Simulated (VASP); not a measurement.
Here is a VASP 6.6.1 calculation.

The input INCAR:

```
PREC     = Accurate       # precision mode
ENCUT    = 520            # plane-wave cutoff, eV
EDIFF    = 1E-6           # SCF threshold, eV
ISMEAR   = 0              # smearing method
SIGMA    = 0.05           # smearing width, eV
LREAL    = F              # projectors in reciprocal space
LASPH    = T              # aspherical terms in the spheres
NELM     = 60             # most SCF steps
ALGO     = Normal         # electronic algorithm
ISIF     = 2              # what is computed and relaxed
LWAVE    = F              # write WAVECAR
LCHARG   = T              # write CHGCAR
GGA      = PE             # functional
IVDW     = 12             # dispersion correction
LELF     = T              # ELF
LVHAR    = T            
NBANDS   = 31             # bands
```

File KPOINTS:

```
Automatic mesh
0
Gamma
  7 11 3
```

File POSCAR:

```
C
1.0
    0.0000000000      1.4231666446     -3.3613878322
   -2.4649969361      0.0000000000      0.0000000000
    1.8487477021     10.7114127064      2.9888991205
C
10
Direct
    0.3869717838      0.1792588771      0.7723451695
    0.7530200265      0.6445408328      0.0593877770
    0.9115079658      0.2782203439      0.2376271251
    0.0699959052      0.9118998549      0.4158664732
    0.2284838445      0.5455793660      0.5941058214
    0.8054679128      0.1891386783      0.1188515711
   -0.0360441479      0.8228181894      0.2970909192
    0.1224437915      0.4564977005      0.4753302673
    0.2809317308      1.0901772116      0.6535696154
    0.4394196701      0.7238567226      0.8318089635
```

Potentials or basis: VASP PAW PBE potentials, release 64 (C).

The run is started by

```bash
$ cat potpaw_PBE.64/C/POTCAR > POTCAR
$ mpirun -np 1 vasp_std > vasp.out
```

(1) What does it give for the band gap on the k mesh?

(2) Predict the pressure.

(3) What does it give for the dispersion energy per atom?

(4) What does it give for the largest force?

Answers

(1) zero (bands 20 and 21 overlap by 0.10 eV).

(2) -3.2 GPa.

(3) -0.146 eV.

(4) 2.730 eV/Å.

Caveat: the cell differs from its parent crystal (the part above a cut slid along it); the stress differs along the axes, from -6 to -0 GPa; forces of over 1 eV/Å act on the atoms, so gaps and moduli don't describe the material at rest.
